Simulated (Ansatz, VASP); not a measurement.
SrO: VASP beside Ansatz

```
Sr O
1.0
     4.27547    0.00000    0.00000
    -2.13773    3.70266    0.00000
     0.00000    0.00000    5.15559
Sr O
2 2
Direct
  0.66898 0.33686 0.43479
  0.33694 0.66008 0.93724
  0.66547 0.33184 0.93390
  0.32334 0.65874 0.43846
```

Change from the starting cell: atoms moved at random, drawn with an rms of 0.05 Å.

Alike in both runs: task single point; functional PBE; k mesh 7 × 7 × 5; occupations fermi-dirac, width 0.05 eV; no spin polarisation.

|  | VASP | Ansatz |
| --- | --- | --- |
| version | VASP 6.6.1 | Ansatz 0.2.0 |
| potentials or method | VASP PAW PBE potentials, release 64 (Sr_sv, O) | Ansatz PAW |
| plane-wave cutoff (eV) | 520 | 420 |
| valence electrons in the cell | 32 | 32 |

|  | VASP | Ansatz | Ansatz less VASP |
| --- | --- | --- | --- |
| gap on the k mesh at the Fermi level (eV) | 2.63 | 2.65 | +0.018 |
| least direct gap on the mesh (eV) | 2.63 | 2.65 | +0.018 |
| pressure (GPa) | 1.4 | 1.0 | -0.47 |
| traceless stress, the component that is largest in VASP (GPa) | -0.71 | -0.67 | +0.045 |
| rms of the force components (eV/Å) | 0.140 | 0.134 | -0.0060 |

Atom by atom the forces differ by 0.007 eV/Å (rms over components). With one functional, cell and mesh, what is left measures potentials, basis and numerics.

Noted on Ansatz's run: odd divisions of the mesh miss points on the zone boundary, where band edges often lie, so the gap on the mesh can be too wide.
